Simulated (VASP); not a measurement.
Here is a VASP 6.6.1 calculation.

Contents of INCAR:

```
SYSTEM = F
  PREC = Accurate
  ENCUT = 520
  EDIFF = 1E-7
  ISMEAR = 0
  SIGMA = 0.05
  LREAL = .False.
  LASPH = .True.
  NELM = 100
  ALGO = Normal
  ISIF = 2
  LWAVE = .False.
  LCHARG = .True.
  GGA = PE
  IVDW = 12
  LELF = .True.
  LVHAR = .True.
  NBANDS = 22
```

Contents of KPOINTS:

```
regular mesh
0
Gamma
  8 8 4
  0 0 0
```

POSCAR

```
F
1.0
    3.0189456296     -1.8068044096      0.3185981907
    3.0189456296      1.8068044096      0.3185981907
   -0.8509407994      0.0000000000      6.8048728080
F
4
Direct
    0.9138648456      0.5855481450      0.0939279973
    0.4144518550      0.0861351544      0.4060720027
    0.0861351544      0.4144518550      0.9060720027
    0.5855481450      0.9138648456      0.5939279973
```

Potentials or basis: VASP PAW PBE potentials, release 64 (F).

Launch:

```sh
$ cat potpaw_PBE.64/F/POTCAR > POTCAR
$ mpirun -np 1 vasp_std > vasp.out
```

**Question.** Predict the band gap on the k mesh.

**Answer.** 2.86 eV.

**Question.** Estimate the largest force.

**Answer.** 0.053 eV/Å.

**Question.** Estimate the pressure.

**Answer.** -0.8 GPa.

**Question.** Estimate the dispersion energy per atom.

**Answer.** -0.024 eV.

Forces on the atoms (eV/Å):
```
F    0.007 -0.024 -0.047
F   -0.007 -0.024  0.047
F   -0.007  0.024  0.047
F    0.007  0.024 -0.047
```

A k mesh can miss the band edges.
